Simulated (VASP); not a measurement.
# BiTe (R-3m) in VASP: further runs

BiTe is run at these levels: LDA, PBE; tasks: vibrations by perturbation theory, elastic constants.

All numbers are computed with VASP 6.6.1; they aren't measurements. Logs are shortened: lines on timing, memory, paths and dates and some standing lists are left out, and cuts for length are marked.

## (1) The cell of the first run

The structure is trigonal, space group R-3m (No. 166). Conventional cell: a = 4.845 Å, b = 4.845 Å, c = 9.952 Å, α = 90.00°, β = 90.00°, γ = 120.00°. Bi (site symmetry -3m) has 6 Te at 3.25 Å and 6 Bi at 4.34 Å within 4.4 Å. Within 4.4 Å of Te (site symmetry -3m) lie 6 Bi at 3.25 Å and 6 Te at 4.34 Å.

## (2) Vibrations by perturbation theory, LDA

INCAR reads:

```
  PREC = Accurate
  ENCUT = 520
  EDIFF = 1E-8
  ISMEAR = -1
  SIGMA = 0.05
  LREAL = False
  LASPH = True
  NELM = 80
  ALGO = Normal
  ISIF = 2
  LWAVE = False
  LCHARG = True
  IBRION = 8
  NSW = 1
```

KPOINTS reads:

```
regular mesh
0
Gamma
  5 5 5
```

POSCAR reads:

```
BiTe
1.0
    2.4227077728      1.3987509848      3.3172919545
   -2.4227077728      1.3987509848      3.3172919545
    0.0000000000     -2.7975019696      3.3172919545
Bi Te
1 1
Direct
    0.5000000000      0.5000000000      0.5000000000
    0.0000000000      0.0000000000      0.0000000000
```

Potentials or basis: VASP PAW LDA potentials, release 64 (Bi_d, Te).

On the command line:

```bash
$ cat potpaw_LDA.64/Bi_d/POTCAR potpaw_LDA.64/Te/POTCAR > POTCAR
$ mpirun -np 1 vasp_std > vasp.out
```

OUTCAR:

```text
PREC = Accurate
   ENCUT = 520
   EDIFF = 1E-8
   ISMEAR = -1
   LREAL = False
   LASPH = True
   NELM = 80
   ISIF = 2
   IBRION = 8
   NSW = 1

 ion  position               nearest neighbor table
   1  0.500  0.500  0.500-   2 3.25   2 3.25   2 3.25   2 3.25   2 3.25   2 3.25
   2  0.000  0.000  0.000-   1 3.25   1 3.25   1 3.25   1 3.25   1 3.25   1 3.25

  LATTYP: Found a trigonal (rhomboedric) cell.
 ALAT       =     4.3394058558
 COS(alpha) =     0.3765932224

  Lattice vectors:

 A1 = (   2.4227077728,   1.3987509848,   3.3172919545)
 A2 = (  -2.4227077728,   1.3987509848,   3.3172919545)
 A3 = (   0.0000000000,  -2.7975019696,   3.3172919545)

Analysis of symmetry for initial positions (statically):
=====================================================================
 Subroutine PRICEL returns:
 Original cell was already a primitive cell.

 Routine SETGRP: Setting up the symmetry group for a
 trigonal (rhombohedral) supercell.

 Subroutine GETGRP returns: Found 12 space group operations
 (whereof 12 operations were pure point group operations)
 out of a pool of 12 trial point group operations.

The static configuration has the point symmetry D_3d.

Analysis of symmetry for dynamics (positions and initial velocities):
=====================================================================
 Subroutine PRICEL returns:
 Original cell was already a primitive cell.

 Routine SETGRP: Setting up the symmetry group for a
 trigonal (rhombohedral) supercell.

 Subroutine GETGRP returns: Found 12 space group operations
 (whereof 12 operations were pure point group operations)
 out of a pool of 12 trial point group operations.

The dynamic configuration has the point symmetry D_3d.

 Subroutine INISYM returns: Found 12 space group operations
 (whereof 12 operations are pure point group operations),
 and found     1 'primitive' translations

----------------------------------------------------------------------------------------

                                     Primitive cell

  volume of cell :      67.4491

  direct lattice vectors                    reciprocal lattice vectors
     2.422707773  1.398750985  3.317291954     0.206380648  0.119153923  0.100483568
    -2.422707773  1.398750985  3.317291954    -0.206380648  0.119153923  0.100483568
     0.000000000 -2.797501970  3.317291954     0.000000000 -0.238307845  0.100483568

  length of vectors
     4.339405856  4.339405856  4.339405856     0.258626326  0.258626326  0.258626326

  position of ions in fractional coordinates (direct lattice)
     0.500000000  0.500000000  0.500000000
     0.000000000  0.000000000  0.000000000

  ion indices of the primitive-cell ions
   primitive index   ion index
                 1           1
                 2           2

----------------------------------------------------------------------------------------

 KPOINTS: regular mesh

Automatic generation of k-mesh.
 Grid dimensions read from file:
 generate k-points for:    5    5    5

 Generating k-lattice:

  Cartesian coordinates                     Fractional coordinates (reciprocal lattice)
     0.041276130  0.023830785  0.020096714     0.200000000 -0.000000000  0.000000000
    -0.041276130  0.023830785  0.020096714    -0.000000000  0.200000000  0.000000000
     0.000000000 -0.047661569  0.020096714     0.000000000  0.000000000  0.200000000

  Length of vectors
     0.051725265  0.051725265  0.051725265

  Shift w.r.t. Gamma in fractional coordinates (k-lattice)
     0.000000000  0.000000000  0.000000000

 Subroutine IBZKPT returns following result:
 ===========================================

[... 75 lines left out ...]
 maximum number of plane-waves:      1825
   NGX = 17   NGY = 17   NGZ = 17

--------------------------------------- Ionic step        1  -------------------------------------------

 number of electron      20.9999996 magnetization

 Free energy of the ion-electron system (eV)
  ---------------------------------------------------
  ext. energy  EPLUGINS =         0.00000000
  ---------------------------------------------------
  free energy    TOTEN  =        -8.48635275 eV

  energy without entropy =       -8.47320898  energy(sigma->0) =       -8.47978086

 E-fermi :   6.3680     XC(G=0):  -9.7137

 val. band max:        6.3641725016   @ k =  -0.4000   0.4000   0.4000
 cond. band min:       6.3775779959   @ k =  -0.2000   0.2000   0.0000
 fundamental gap:      0.0134054943
 Fermi energy:         6.3680258900

 k-point     1 :       0.0000    0.0000    0.0000
  band No.  band energies     occupation
      1     -16.6786      2.00000
      2     -16.6786      2.00000
      3     -16.6685      2.00000
      4     -16.6685      2.00000
      5     -16.6683      2.00000
      6      -7.0336      2.00000
      7      -1.8594      2.00000
      8       3.5611      2.00000
      9       3.5611      2.00000
     10       4.8682      2.00000
     11       8.2921      0.00000
     12       8.9319      0.00000
     13       8.9319      0.00000
     14      10.5450      0.00000
[... 294 lines left out ...]
      3     -16.6695      2.00000
      4     -16.6595      2.00000
      5     -16.6586      2.00000
      6      -4.8141      2.00000
      7      -4.3554      2.00000
      8       2.1231      2.00000
      9       3.3933      2.00000
     10       3.5430      2.00000
     11       6.1136      1.98774
     12       6.3642      1.03851
     13       8.1562      0.00000
     14      13.1249      0.00000

------------------------ aborting loop because EDIFF is reached ----------------------------------------

  FORCE on cell =-STRESS in cart. coord.  units (eV):
  Direction    XX          YY          ZZ          XY          YZ          ZX
  --------------------------------------------------------------------------------------
  -------------------------------------------------------------------------------------
  Total       -1.6056471     -1.6056471     -1.3041434      0.0000000     -0.0000000      0.0000000
  in kB      -38.1403171    -38.1403171    -30.9784395      0.0000000     -0.0000000      0.0000000
  external PRESSURE =     -35.7530246 kB  Pullay stress =       0.0000000 kB

 VOLUME and BASIS-vectors are now :
 -----------------------------------------------------------------------------
  energy-cutoff  :      520.00
  volume of cell :       67.45
      direct lattice vectors                 reciprocal lattice vectors
     2.422707773  1.398750985  3.317291954     0.206380648  0.119153923  0.100483568
    -2.422707773  1.398750985  3.317291954    -0.206380648  0.119153923  0.100483568
     0.000000000 -2.797501970  3.317291954     0.000000000 -0.238307845  0.100483568

 POSITION                                       TOTAL-FORCE (eV/Angst)
 -----------------------------------------------------------------------------------
      0.00000      0.00000      4.97594        -0.000000      0.000000      0.000000
      0.00000      0.00000      0.00000         0.000000     -0.000000     -0.000000
 -----------------------------------------------------------------------------------
    total drift:                               -0.000000      0.000000     -0.000000

  FREE ENERGIE OF THE ION-ELECTRON SYSTEM (eV)
  ---------------------------------------------------
  free  energy   TOTEN  =        -8.4863527514 eV

  energy  without entropy=       -8.4732089754  energy(sigma->0) =       -8.47978086

[... ionic steps 2 to 3 ...]

--------------------------------------- Ionic step        4  -------------------------------------------

------------------------ aborting loop because EDIFF is reached ----------------------------------------
[... 11 lines left out ...]
[... ionic steps 8 to 8 ...]

--------------------------------------- Ionic step        9  -------------------------------------------

 Free energy of the ion-electron system (eV)
  ---------------------------------------------------
  ---------------------------------------------------
  free energy    TOTEN  =        -0.04672785 eV

  energy without entropy =       -0.04672785

------------------------ aborting loop because EDIFF is reached ----------------------------------------

 INTERNAL STRAIN TENSOR  FOR ION    2  DIRECTION 3   (eV/Angst):
 -----------------------------------------------------------------------------
     0.01300  0.00000  0.00000
     0.00000  0.01300  0.00000
     0.00000 -0.00000 -0.00406

 INTERNAL STRAIN TENSOR FOR ION    2 for displacements in x,y,z  (eV/Angst):
          X           Y           Z          XY          YZ          ZX
  --------------------------------------------------------------------------------
  x     0.00000     0.00000     0.00000     0.00000     0.00000     0.00000
  y     0.00000     0.00000     0.00000     0.00000     0.00000     0.00000
  z     0.00000     0.00000     0.00000     0.00000     0.00000     0.00000

 SECOND DERIVATIVES (NOT SYMMETRIZED)
 ------------------------------------
               1X          1Y          1Z          2X          2Y          2Z
  1X    -1.971115    0.000000    0.000000    1.971115    0.000000    0.000000
  1Y     0.000000   -1.971115    0.000000    0.000000    1.971115   -0.000000
  1Z     0.000000    0.000000   -1.961044    0.000000    0.000000    1.961044
  2X     2.001935    0.000000    0.000000   -2.001935    0.000000   -0.000000
  2Y     0.000000    2.001935   -0.000000    0.000000   -2.001935    0.000000
  2Z     0.000000    0.000000    1.990301    0.000000    0.000000   -1.990301

 Eigenvectors and eigenvalues of the dynamical matrix
 ----------------------------------------------------

   1 f  =    2.477845 THz    15.568759 2PiTHz   82.652011 cm-1    10.247539 meV
             X         Y         Z           dx          dy          dz
      0.000000  0.000000  4.975938     0.000000   -0.612753   -0.000000
      0.000000  0.000000  0.000000     0.000000    0.790275    0.000000
[... 21 lines left out ...]
   6 f/i=    0.009308 THz     0.058484 2PiTHz    0.310481 cm-1     0.038495 meV
             X         Y         Z           dx          dy          dz
      0.000000  0.000000  4.975938    -0.721379    0.322716   -0.000000
      0.000000  0.000000  0.000000    -0.559334    0.250223    0.000000

--------------------------------------------------------------------------------------------------------

 ELASTIC MODULI CONTR FROM IONIC RELAXATION (kBar)
 Direction    XX          YY          ZZ          XY          YZ          ZX
 --------------------------------------------------------------------------------
 XX           0.0000      0.0000      0.0000      0.0000      0.0000      0.0000
 YY           0.0000      0.0000      0.0000      0.0000      0.0000      0.0000
 ZZ           0.0000      0.0000      0.0000      0.0000      0.0000      0.0000
 XY           0.0000      0.0000      0.0000      0.0000      0.0000      0.0000
 YZ           0.0000      0.0000      0.0000      0.0000      0.0000      0.0000
 ZX           0.0000      0.0000      0.0000      0.0000      0.0000      0.0000
 --------------------------------------------------------------------------------
```

It took 70 s on 1 thread of Intel Xeon 6975P-C (Granite Rapids), shared host; peak memory 0.26 GiB.

What came out:

| Property | Result |
| --- | --- |
| Highest phonon frequency at Γ, LO-TO splitting left out | 83 cm⁻¹ |

Phonon frequencies in cm⁻¹ (negative: imaginary):
| q point | frequencies |
| --- | --- |
| (0.000, 0.000, 0.000) | 0 0 0 82 83 83 |

Caveat: the cell stands under pressure or tension, which shifts response properties; spin-orbit coupling is left out, which moves the levels of the heavy elements.

## (3) Elastic constants, LDA

INCAR reads:

```
PREC     = Accurate       # precision mode
ENCUT    = 600            # plane-wave cutoff, eV
EDIFF    = 1E-8           # SCF threshold, eV
ISMEAR   = -1             # smearing method
SIGMA    = 0.05           # smearing width, eV
LREAL    = False          # projectors in reciprocal space
LASPH    = True           # aspherical terms in the spheres
NELM     = 100            # most SCF steps
ALGO     = Normal         # electronic algorithm
ISIF     = 3              # what is computed and relaxed
LWAVE    = False          # write WAVECAR
LCHARG   = False          # write CHGCAR
GGA      = CA             # functional
IBRION   = 6              # ionic algorithm
NFREE    = 2            
POTIM    = 0.015          # step
NSW      = 1              # ionic steps
```

KPOINTS is that of step 2.

POSCAR is that of step 2.

Potentials or basis: VASP PAW LDA potentials, release 64 (Bi_d, Te).

On the command line:

```bash
$ cat potpaw_LDA.64/Bi_d/POTCAR potpaw_LDA.64/Te/POTCAR > POTCAR
$ mpirun -np 1 vasp_std > vasp.out
```

It took 4.4 min on 1 thread of Intel Xeon 6975P-C (Granite Rapids), shared host; peak memory 0.28 GiB.

Results (log left out):

- Voigt bulk modulus: 46 GPa
- Highest phonon frequency at Γ, LO-TO splitting left out: 83 cm⁻¹

Phonon frequencies in cm⁻¹ (negative: imaginary):
```tsv
q point	frequencies
(0.000, 0.000, 0.000)	0 0 0 83 83 83
```

Elastic tensor in Voigt notation (GPa, in the Cartesian axes of the cell as first typed):
```
 81  36  35 -23   0   0
 36  81  35  23   0   0
 35  35  35   0   0   0
-23  23   0  38   0   0
  0   0   0   0  38 -23
  0   0   0   0 -23  22
```

Clamped-ion elastic tensor (GPa):
```
 81  36  35 -23   0   0
 36  81  35  23   0   0
 35  35  35   0   0   0
-23  23   0  38   0   0
  0   0   0   0  38 -23
  0   0   0   0 -23  22
```

Caveat: the cell is under stress, which shifts elastic constants; spin-orbit coupling is left out, which moves the levels of the heavy elements.

## (4) Vibrations by perturbation theory, PBE

INCAR reads:

```
SYSTEM = BiTe
  PREC = Accurate
  ENCUT = 520
  EDIFF = 1E-8
  ISMEAR = -1
  SIGMA = 0.05
  LREAL = .False.
  LASPH = .True.
  NELM = 80
  ALGO = Normal
  ISIF = 2
  LWAVE = .False.
  LCHARG = .False.
  GGA = PE
  IBRION = 8
  NSW = 1
```

KPOINTS reads:

```
Automatic mesh
0
Gamma
  5 5 5
  0 0 0
```

POSCAR is that of step 3.

Potentials or basis: VASP PAW PBE potentials, release 64 (Bi_d, Te).

On the command line:

```bash
$ cat potpaw_PBE.64/Bi_d/POTCAR potpaw_PBE.64/Te/POTCAR > POTCAR
$ mpirun -np 1 vasp_std > vasp.out
```

OUTCAR:

```text
SYSTEM = BiTe
   PREC = Accurate
   ENCUT = 520
   EDIFF = 1E-8
   ISMEAR = -1
   LREAL = .False.
   LASPH = .True.
   NELM = 80
   ISIF = 2
   GGA = PE
   IBRION = 8
   NSW = 1

 ion  position               nearest neighbor table
   1  0.500  0.500  0.500-   2 3.25   2 3.25   2 3.25   2 3.25   2 3.25   2 3.25
   2  0.000  0.000  0.000-   1 3.25   1 3.25   1 3.25   1 3.25   1 3.25   1 3.25

  LATTYP: Found a trigonal (rhomboedric) cell.
 ALAT       =     4.3394058558
 COS(alpha) =     0.3765932224

  Lattice vectors:

[... 579 lines left out ...]
               1X          1Y          1Z          2X          2Y          2Z
  1X    -2.362569    0.000000    0.000000    2.362569    0.000000    0.000000
  1Y     0.000000   -2.362569    0.000000    0.000000    2.362569   -0.000000
  1Z     0.000000    0.000000   -2.148920    0.000000    0.000000    2.148920
  2X     2.389854    0.000000    0.000000   -2.389854    0.000000    0.000000
  2Y     0.000000    2.389854   -0.000000    0.000000   -2.389854    0.000000
  2Z     0.000000    0.000000    2.176685    0.000000    0.000000   -2.176685

 Eigenvectors and eigenvalues of the dynamical matrix
 ----------------------------------------------------

   1 f  =    2.709334 THz    17.023250 2PiTHz   90.373666 cm-1    11.204901 meV
             X         Y         Z           dx          dy          dz
      0.000000  0.000000  4.975938     0.000000   -0.613523   -0.000000
      0.000000  0.000000  0.000000    -0.000000    0.789677    0.000000
[... 21 lines left out ...]
   6 f/i=    0.008038 THz     0.050501 2PiTHz    0.268103 cm-1     0.033241 meV
             X         Y         Z           dx          dy          dz
      0.000000  0.000000  4.975938     0.000000    0.000000    0.789878
      0.000000  0.000000  0.000000    -0.000000    0.000000    0.613264

--------------------------------------------------------------------------------------------------------

 ELASTIC MODULI CONTR FROM IONIC RELAXATION (kBar)
 Direction    XX          YY          ZZ          XY          YZ          ZX
 --------------------------------------------------------------------------------
 XX           0.0000      0.0000      0.0000      0.0000      0.0000      0.0000
 YY           0.0000      0.0000      0.0000      0.0000      0.0000      0.0000
 ZZ           0.0000      0.0000      0.0000      0.0000      0.0000      0.0000
 XY           0.0000      0.0000      0.0000      0.0000      0.0000      0.0000
 YZ           0.0000      0.0000      0.0000      0.0000      0.0000      0.0000
 ZX           0.0000      0.0000      0.0000      0.0000      0.0000      0.0000
 --------------------------------------------------------------------------------
```

OSZICAR:

```text
N       E                     dE             d eps       ncg     rms          rms(c)
DAV:   1     0.155701403402E+03    0.15570E+03   -0.10092E+04   532   0.145E+03
DAV:   2     0.371322464503E+01   -0.15199E+03   -0.15028E+03   562   0.356E+02
DAV:   3    -0.693515261648E+01   -0.10648E+02   -0.10295E+02   682   0.998E+01
DAV:   4    -0.721510976846E+01   -0.27996E+00   -0.27975E+00   636   0.181E+01
[... 75 lines left out ...]
RMM:   5    -0.457342739213E-01   -0.16674E-04   -0.28246E-06  1021   0.117E-02    0.502E-03
RMM:   6    -0.457460449981E-01   -0.11771E-04   -0.54129E-07   951   0.516E-03    0.803E-04
RMM:   7    -0.457437476620E-01    0.22973E-05    0.72223E-08   977   0.119E-03    0.300E-04
RMM:   8    -0.457427493799E-01    0.99828E-06    0.30565E-07   967   0.574E-04    0.154E-04
RMM:   9    -0.457427541067E-01   -0.47268E-08    0.60863E-08  1072   0.153E-04    0.808E-05
 Linear response finished
```

It took 4.5 min on 1 thread of Intel Xeon 8259CL, shared host; peak memory 0.29 GiB.

What came out:

```
Highest phonon frequency at Γ, LO-TO splitting left out : 90 cm⁻¹
```

Phonon frequencies in cm⁻¹ (negative: imaginary):
| q point | frequencies |
| --- | --- |
| (0.000, 0.000, 0.000) | 0 0 0 86 90 90 |

Caveat: spin-orbit coupling is left out, which moves the levels of the heavy elements.
